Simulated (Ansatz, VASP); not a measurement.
## One calculation of AlGa3N2, two programs

```
Al Ga N
1.0
     5.71433    0.00000    0.00000
    -2.85717    4.94876    0.00000
     0.00000    0.00000    2.86993
Al Ga N
1 3 2
Direct
  0.00000 0.00000 0.00000
  0.50000 0.50000 0.50000
  0.50000 0.00000 0.50000
  0.00000 0.50000 0.50000
  0.66667 0.33333 0.00000
  0.33333 0.66667 0.00000
```

Change from the starting cell: species swapped into the CeZn3Pd2 type (P6/mmm, No. 191).

Alike in both runs: functional PBE; k mesh 12 × 12 × 14; occupations gaussian, width 0.1 eV; no spin polarisation.

Ansatz relaxed the structure, and its values are those at the end. VASP's run is a single point on that final structure, the one shown.

|  | VASP | Ansatz |
| --- | --- | --- |
| version | VASP 6.6.1 | Ansatz 0.2.0 |
| potentials or method | VASP PAW PBE potentials, release 64 (Al, Ga_d, N), cutoff 520 eV | scalar-relativistic, plane waves, PAW |
| valence electrons in the cell | 52 | 52 |

Ansatz gave:

- gap on the k mesh at the Fermi level (eV): none
- pressure (GPa): 0.0

**Question.** Estimate VASP's values.

**Answer.** gap on the k mesh at the Fermi level (eV): none; pressure (GPa): 0.3.

A gap of «none» marks a metal or a gap that the smearing closes. The functional is the same, so the differences come from potentials, cutoffs and numerics.
